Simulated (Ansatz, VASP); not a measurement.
# One calculation of Hf, two programs

```
Hf
1.0
     0.00000    2.22000    2.08680
     2.22000    0.00000    2.08680
     2.22000    2.22000    0.00000
Hf
1
Cartesian
  0.0000 0.0000 0.0000
```

Change from the starting cell: strain -0.0600 x Voigt [0, 0, 1, 0, 0, 0], atoms carried along.

Alike in both runs: task single point; functional PBEsol; k mesh 18 × 18 × 18; occupations gaussian, width 0.15 eV; no spin polarisation.

|  | VASP | Ansatz |
| --- | --- | --- |
| version | VASP 6.6.1 | Ansatz 0.2.0 |
| potentials or method | VASP PAW PBE potentials, release 64 (Hf_pv), cutoff 520 eV | scalar-relativistic, plane waves, PAW |
| valence electrons in the cell | 10 | 26 |

VASP gave:

- gap on the k mesh at the Fermi level (eV): none
- pressure (GPa): 5.1
- traceless stress, the component that is largest in VASP (GPa): 2.08

Q: Estimate Ansatz's values.

A: gap on the k mesh at the Fermi level (eV): none; pressure (GPa): 5.5; traceless stress, the component that is largest in VASP (GPa): 2.05.

VASP's potentials were made for PBE, not for PBEsol. A gap of «none» marks a metal or a gap that the smearing closes. With one functional, cell and mesh, what is left measures potentials, basis and numerics. VASP's potentials hold 10 valence electrons a cell and Ansatz's 26, so a difference there can come from the potentials and not from the codes.

Neither program's run includes spin-orbit coupling.
